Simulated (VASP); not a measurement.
**BC6: single point with PBE**

BC6:

```
CELL_PARAMETERS angstrom
4.97300 -0.19666 0.02259
-0.19666 4.92961 -0.10694
0.02259 -0.10694 4.82446
ATOMIC_POSITIONS crystal
C 0.44471 0.90951 0.36358
C 0.52010 0.19564 0.92043
C 0.66620 0.58784 0.62440
C 0.15873 0.54715 0.21679
C 0.94835 0.96102 0.39433
C 0.17108 0.59344 0.72821
C 0.88225 0.47166 0.74301
C 0.69403 0.84614 0.46200
C 0.17745 0.75347 0.45269
C 0.39018 0.98314 0.08365
C 0.80129 0.27933 0.95032
C 0.24301 0.72391 0.00073
B 0.41624 0.43365 0.74471
B 0.98392 0.24156 0.20539
```

* Program: VASP 6.6.1
* Task: single point
* Functional: PBE
* Potentials or basis: VASP PAW PBE potentials, release 64 (C, B)
* Cutoff: 520 eV
* k mesh: 1 × 1 × 1, shifted
* Occupations: fermi-dirac, width 0.05 eV
* Spin: no spin polarisation

- Pressure: -3.0 GPa
- Largest force: 3.511 eV/Å
- Band gap on the k mesh: 1.11 eV

Forces in eV/Å, atoms in the order of the input:
```
C   -0.682  0.926  0.072
C   -0.460  0.755 -0.336
C    1.038  0.779  0.069
C   -0.858 -0.346 -0.002
C    0.532  0.661 -0.461
C   -2.571  1.379 -1.954
C    0.522  0.654 -0.011
C    0.804 -1.821  0.884
C    0.529  0.857  1.812
C    0.371 -0.676  0.472
C   -0.026 -0.521  1.076
C   -1.079 -1.038 -1.178
B    0.965 -1.403 -0.320
B    0.917 -0.206 -0.124
```

Stress tensor (GPa, compression positive):
```
 15.26  -2.90  -3.01
 -2.90 -27.86  14.29
 -3.01  14.29   3.64
```

Levels at points of the mesh, in eV from the valence-band top:
```csv
k point,band 24,band 25,band 26,band 27,band 28,band 29,band 30,band 31
"(0.25, 0.25, 0.25)",-1.99,-1.55,-0.64,0.00,1.11,1.82,3.15,4.05
```

It took 34 s on 1 thread of Intel Xeon 6975P-C, with other jobs on the host, peak memory 0.21 GiB.

Caveat: the k points lie up to 1.30 Å⁻¹ apart.
